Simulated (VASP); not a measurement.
# AlGaN2 (P-4m2) in VASP: single point with r2SCAN

Aim: the single point of AlGaN2 with r2SCAN.

Program: VASP 6.6.1. These are calculated values, not measurements. Logs are shortened: lines on timing, memory, paths and dates and some standing lists are left out, and cuts for length are marked.

## (1) The cell of the first run

The structure is tetragonal, space group P-4m2 (No. 115). Conventional cell: a = 3.374 Å, b = 3.374 Å, c = 4.422 Å, α = 90.00°, β = 90.00°, γ = 90.00°. Within 2.6 Å of Al (site symmetry -4m2) lie 4 N at 1.99 Å. Ga (site symmetry -4m2) has 4 N at 2.04 Å within 2.7 Å. Within 2.6 Å of N (site symmetry 2mm) lie 2 Al at 1.99 Å and 2 Ga at 2.04 Å.

## (2) Single point, r2SCAN (strain +0.0750 x Voigt [1, 1, 0, 0, 0, 0])

Contents of POSCAR:

```
AlGaN2
1.0
    3.3739159071      0.0000000000      0.0000000000
    0.0000000000      3.3739159071      0.0000000000
    0.0000000000      0.0000000000      4.4223567397
Al Ga N
1 1 2
Direct
    0.5000000000      0.5000000000      0.5000000000
    0.0000000000      0.0000000000      0.0000000000
    0.5000000000      0.0000000000      0.7390831718
    0.0000000000      0.5000000000      0.2609168282
```

Contents of INCAR.step1:

```
SYSTEM = AlGaN2
ALGO = Normal
EDIFF = 1E-4
ENCUT = 520
GGA = PE
ISMEAR = 0
LASPH = .TRUE.
LCHARG = .FALSE.
LREAL = .FALSE.
LWAVE = .TRUE.
NBANDS = 21
NELM = 100
PREC = Accurate
SIGMA = 0.05
```

Contents of INCAR.step2:

```
SYSTEM = AlGaN2
ALGO = Normal
EDIFF = 1E-6
ENCUT = 520
ISIF = 2
ISMEAR = 0
ISTART = 1
LASPH = .TRUE.
LCHARG = .TRUE.
LELF = .TRUE.
LMIXTAU = .TRUE.
LREAL = .FALSE.
LVHAR = .TRUE.
LWAVE = .FALSE.
METAGGA = R2SCAN
NBANDS = 21
NELM = 100
PREC = Accurate
SIGMA = 0.05
```

Contents of KPOINTS:

```
k-points
0
G
  8 8 6
  0 0 0
```

Potentials or basis: VASP PAW PBE potentials, release 64 (Al, Ga_d, N).

Started as:

```sh
$ cat potpaw_PBE.64/Al/POTCAR potpaw_PBE.64/Ga_d/POTCAR potpaw_PBE.64/N/POTCAR > POTCAR
$ cp INCAR.step1 INCAR
$ mpirun -np 1 vasp_std > vasp.out
$ cp INCAR.step2 INCAR
$ mpirun -np 1 vasp_std > vasp.out
```

OUTCAR:

```text
SYSTEM = AlGaN2
   EDIFF = 1E-6
   ENCUT = 520
   ISIF = 2
   ISMEAR = 0
   ISTART = 1
   LASPH = .TRUE.
   LREAL = .FALSE.
   METAGGA = R2SCAN
   NELM = 100
   PREC = Accurate

 ion  position               nearest neighbor table
   1  0.500  0.500  0.500-   3 1.99   4 1.99   3 1.99   4 1.99
   2  0.000  0.000  0.000-   3 2.04   4 2.04   4 2.04   3 2.04
   3  0.500  0.000  0.739-   1 1.99   1 1.99   2 2.04   2 2.04
   4  0.000  0.500  0.261-   1 1.99   1 1.99   2 2.04   2 2.04

  LATTYP: Found a simple tetragonal cell.
 ALAT       =     3.3739159071
 C/A-ratio  =     1.3107489521

  Lattice vectors:

 A1 = (   3.3739159071,   0.0000000000,   0.0000000000)
 A2 = (   0.0000000000,   3.3739159071,   0.0000000000)
 A3 = (   0.0000000000,   0.0000000000,   4.4223567397)

Analysis of symmetry for initial positions (statically):
=====================================================================
 Subroutine PRICEL returns:
 Original cell was already a primitive cell.

 Routine SETGRP: Setting up the symmetry group for a
 simple tetragonal supercell.

 Subroutine GETGRP returns: Found  8 space group operations
 (whereof  8 operations were pure point group operations)
 out of a pool of 16 trial point group operations.

The static configuration has the point symmetry D_2d.

Analysis of symmetry for dynamics (positions and initial velocities):
=====================================================================
 Subroutine PRICEL returns:
 Original cell was already a primitive cell.

 Routine SETGRP: Setting up the symmetry group for a
 simple tetragonal supercell.

 Subroutine GETGRP returns: Found  8 space group operations
 (whereof  8 operations were pure point group operations)
 out of a pool of 16 trial point group operations.

The dynamic configuration has the point symmetry D_2d.

 Subroutine INISYM returns: Found  8 space group operations
 (whereof  8 operations are pure point group operations),
 and found     1 'primitive' translations

----------------------------------------------------------------------------------------

                                     Primitive cell

  volume of cell :      50.3411

  direct lattice vectors                    reciprocal lattice vectors
     3.373915907  0.000000000  0.000000000     0.296391501  0.000000000  0.000000000
     0.000000000  3.373915907  0.000000000     0.000000000  0.296391501  0.000000000
     0.000000000  0.000000000  4.422356740     0.000000000  0.000000000  0.226123775

  length of vectors
     3.373915907  3.373915907  4.422356740     0.296391501  0.296391501  0.226123775

  position of ions in fractional coordinates (direct lattice)
     0.500000000  0.500000000  0.500000000
     0.000000000  0.000000000  0.000000000
     0.500000000  0.000000000  0.739083172
     0.000000000  0.500000000  0.260916828

  ion indices of the primitive-cell ions
   primitive index   ion index
                 1           1
                 2           2
                 3           3
                 4           4

----------------------------------------------------------------------------------------

 KPOINTS: k-points

Automatic generation of k-mesh.
 Grid dimensions read from file:
 generate k-points for:    8    8    6

 Generating k-lattice:

  Cartesian coordinates                     Fractional coordinates (reciprocal lattice)
     0.037048938  0.000000000  0.000000000     0.125000000  0.000000000  0.000000000
     0.000000000  0.037048938  0.000000000     0.000000000  0.125000000  0.000000000
     0.000000000  0.000000000  0.037687296     0.000000000  0.000000000  0.166666667

  Length of vectors
     0.037048938  0.037048938  0.037687296

  Shift w.r.t. Gamma in fractional coordinates (k-lattice)
     0.000000000  0.000000000  0.000000000

 Subroutine IBZKPT returns following result:
 ===========================================

 Found     60 irreducible k-points:

 Following reciprocal coordinates:
            Coordinates               Weight
  0.000000  0.000000  0.000000      1.000000
  0.125000  0.000000  0.000000      4.000000
  0.250000  0.000000  0.000000      4.000000
  0.375000  0.000000  0.000000      4.000000
  0.500000  0.000000  0.000000      2.000000
  0.125000  0.125000  0.000000      4.000000
[... 16 lines left out ...]
  0.375000  0.125000  0.166667     16.000000
  0.500000  0.125000  0.166667      8.000000
 [... further k-points ...]
   k-points           NKPTS =     60   k-points in BZ     NKDIM =     60   number of bands    NBANDS=     21
   number of dos      NEDOS =    301   number of ions     NIONS =      4
   total plane-waves  NPLWV =  28224
   dimension x,y,z NGX =    28 NGY =   28 NGZ =   36
   dimension x,y,z NGXF=    56 NGYF=   56 NGZF=   72
   ions per type =               1   1   2
   NGX,Y,Z   is equivalent  to a cutoff of  13.80, 13.80, 13.53 a.u.
   NGXF,Y,Z  is equivalent  to a cutoff of  27.59, 27.59, 27.07 a.u.
 SYSTEM =  AlGaN2
   PREC   = accura    normal or accurate (medium, high low for compatibility)
   ISTART =      1    job   : 0-new  1-cont  2-samecut
   ICHARG =      0    charge: 1-file 2-atom 10-const
   ISPIN  =      1    spin polarized calculation?
   LNONCOLLINEAR =      F non collinear calculations
   LSORBIT =      F    spin-orbit coupling
   LASPH  =      T    aspherical Exc in radial PAW
   ENCUT  =  520.0 eV  38.22 Ry    6.18 a.u.   6.27  6.27  8.22*2*pi/ulx,y,z
   NELM   =    100;   NELMIN=  2; NELMDL=  0     # of ELM steps
   EDIFF  = 0.1E-05   stopping-criterion for ELM
   LREAL  =      F    real-space projection
   EDIFFG = 0.1E-04   stopping-criterion for IOM
   NSW    =      0    number of steps for IOM
   IBRION =     -1    ionic relax: 0-MD 1-quasi-New 2-CG
   NFREE  =      0    steps in history (QN), initial steepest desc. (CG)
   ISIF   =      2    stress and relaxation
   ISYM   =      2    0-nonsym 1-usesym 2-fastsym
   POTIM  = 0.5000    time-step for ionic-motion
   TEBEG  =    0.0;   TEEND  =   0.0 temperature during run
   PSTRESS=    0.0 pullay stress
   NELECT =      26.0000    total number of electrons
   NUPDOWN=      -1.0000    fix difference up-down
   EMIN   =  10.00;   EMAX   =-10.00  energy-range for DOS
   EFERMI =   0.00;   METHOD = LEGACY
   ISMEAR =     0;   SIGMA  =   0.05  broadening in eV -4-tet -1-fermi 0-gaus
   EFERMI_NEDOS =   21; number of points for ismear=-14 and -15
   IALGO  =     38    algorithm
   IMIX   =      4    mixing-type and parameters
     AMIX     =   0.40;   BMIX     =  1.00
     AMIX_MAG =   1.60;   BMIX_MAG =  1.00
  volume/ion in A,a.u.               =      12.59        84.93
  Fermi-wavevector in a.u.,A,eV,Ry     =   1.313485  2.482127 23.473361  1.725243
  Thomas-Fermi vector in A             =   2.443805
   LORBIT       =      0    0 simple, 1 ext, 2 COOP (PROOUT), +10 PAW based schemes
   METAGGA = R2SCAN    functional components
   LHFCALC =     F    Hartree Fock is set to
   AEXX    =    0.0000 exact exchange contribution
   IVDW    =     0    specifies the selected vdW correction
   LEPSILON=     F    determine dielectric tensor
   LRPA    =     F    only Hartree local field effects (RPA)
 non-spin polarized calculation
 Gauss-broadening in eV      SIGMA  =   0.05
  energy-cutoff  :      520.00
  volume of cell :       50.34
 maximum number of plane-waves:      1370
 NGX is ok and might be reduce to    28
   NGX = 13   NGY = 13   NGZ = 17

 number of electron      26.0000000 magnetization

 Free energy of the ion-electron system (eV)
  ---------------------------------------------------
  ext. energy  EPLUGINS =         0.00000000
  ---------------------------------------------------
  free energy    TOTEN  =       -40.49056701 eV

  energy without entropy =      -40.49056701  energy(sigma->0) =      -40.49056701

 E-fermi :   4.2761     XC(G=0): -11.3441

 val. band max:        4.0716409702   @ k =   0.0000   0.0000   0.0000
 cond. band min:       6.3109679181   @ k =   0.0000   0.0000   0.0000
 fundamental gap:      2.2393269479
 Fermi energy:         4.2761062015

 k-point     1 :       0.0000    0.0000    0.0000
  band No.  band energies     occupation
      1     -11.2789      2.00000
      2     -10.2679      2.00000
      3      -9.4147      2.00000
      4      -9.4147      2.00000
      5      -9.3609      2.00000
      6      -9.2471      2.00000
[... 13 lines left out ...]
     20      17.0505      0.00000
     21      18.0944      0.00000

 k-point     2 :       0.1250    0.0000    0.0000
  band No.  band energies     occupation
      1     -11.1796      2.00000
      2     -10.2689      2.00000
      3      -9.4133      2.00000
      4      -9.3992      2.00000
      5      -9.3518      2.00000
      6      -9.2534      2.00000
[... 13 lines left out ...]
     20      16.8625      0.00000
     21      17.6590      0.00000

 k-point     3 :       0.2500    0.0000    0.0000
  band No.  band energies     occupation
      1     -10.9225      2.00000
      2     -10.2793      2.00000
      3      -9.4100      2.00000
      4      -9.3585      2.00000
      5      -9.2888      2.00000
      6      -9.2686      2.00000
[... 13 lines left out ...]
     20      16.2534      0.00000
     21      16.8295      0.00000
[... 457 lines left out ...]
 k-point    23 :       0.3750    0.1250    0.1667
  band No.  band energies     occupation
      1     -10.5667      2.00000
      2     -10.2954      2.00000
      3      -9.4061      2.00000
      4      -9.3206      2.00000
      5      -9.2941      2.00000
      6      -8.9760      2.00000
[... 13 lines left out ...]
     20      16.0234      0.00000
     21      16.2909      0.00000

 k-point    24 :       0.5000    0.1250    0.1667
  band No.  band energies     occupation
      1     -10.4607      2.00000
      2     -10.3221      2.00000
      3      -9.4029      2.00000
      4      -9.3147      2.00000
      5      -9.3005      2.00000
      6      -8.7077      2.00000
[... 13 lines left out ...]
     20      15.8971      0.00000
     21      16.0750      0.00000

 [... further k-points ...]

------------------------ aborting loop because EDIFF is reached ----------------------------------------

  FORCE on cell =-STRESS in cart. coord.  units (eV):
  Direction    XX          YY          ZZ          XY          YZ          ZX
  --------------------------------------------------------------------------------------
  -------------------------------------------------------------------------------------
  Total       -7.8867488     -7.8867488     -4.9877184      0.0000000      0.0000000     -0.0000000
  in kB     -251.0072743   -251.0072743   -158.7414086      0.0000000      0.0000000     -0.0000000
  external PRESSURE =    -220.2519857 kB  Pullay stress =       0.0000000 kB

 VOLUME and BASIS-vectors are now :
 -----------------------------------------------------------------------------
  energy-cutoff  :      520.00
  volume of cell :       50.34
      direct lattice vectors                 reciprocal lattice vectors
     3.373915907  0.000000000  0.000000000     0.296391501  0.000000000  0.000000000
     0.000000000  3.373915907  0.000000000     0.000000000  0.296391501  0.000000000
     0.000000000  0.000000000  4.422356740     0.000000000  0.000000000  0.226123775

 POSITION                                       TOTAL-FORCE (eV/Angst)
 -----------------------------------------------------------------------------------
      1.68696      1.68696      2.21118         0.000000      0.000000      0.000000
      0.00000      0.00000      0.00000         0.000000     -0.000000      0.000000
      1.68696      0.00000      3.26849         0.000000     -0.000000     -0.160966
      0.00000      1.68696      1.15387        -0.000000     -0.000000      0.160966
 -----------------------------------------------------------------------------------
    total drift:                               -0.000000     -0.000000     -0.000000

  FREE ENERGIE OF THE ION-ELECTRON SYSTEM (eV)
  ---------------------------------------------------
  free  energy   TOTEN  =       -40.4905670105 eV

  energy  without entropy=      -40.4905670105  energy(sigma->0) =      -40.49056701
```

It took 2.6 min on 1 thread of Intel Xeon Platinum 8488C (Sapphire Rapids), shared host; peak memory 0.21 GiB.

Results:

```
Free energy            : -40.4906 eV
Pressure               : -22.0 GPa
Largest force          : 0.161 eV/Å
Band gap on the k mesh : 2.24 eV, direct
```

Forces in eV/Å, atoms in the order of the input:
```
Al   0.000  0.000  0.000
Ga   0.000  0.000  0.000
N    0.000  0.000 -0.161
N    0.000  0.000  0.161
```

Caveat: the cell differs from its parent crystal (strain +0.0750 x Voigt [1, 1, 0, 0, 0, 0]); the PAW data sets were made with another functional, which shifts forces and pressure a little.
